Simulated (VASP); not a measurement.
TePb:

```
Pb Te
1.0
     0.00000    3.64149    3.64149
     3.64149    0.00000    3.64149
     3.64149    3.64149    0.00000
Pb Te
1 1
Direct
  0.00000 0.00000 0.00000
  0.25000 0.25000 0.25000
```

Base run:

* Program: VASP 6.6.1
* Functional: PBE
* Potentials or basis: VASP PAW PBE potentials, release 64 (Pb_d, Te)
* Cutoff: 520 eV
* k mesh: 6 × 6 × 6
* Occupations: gaussian, width 0.01 eV
* Spin: no spin polarisation

Its results: band gap on the k mesh 0.74 eV (least direct gap 1.19 eV); pressure 0.5 GPa.

The run is repeated on the same cell with these changes: functional from PBE to r2SCAN. What comes out?

Band gap on the k mesh 0.91 eV (least direct gap 1.37 eV); pressure 0.0 GPa.

Caveats: spin-orbit coupling is left out, which moves the levels of the heavy elements; the PAW data sets were made with another functional, which shifts forces and pressure a little (at least some runs).

A k mesh can miss the band edges.
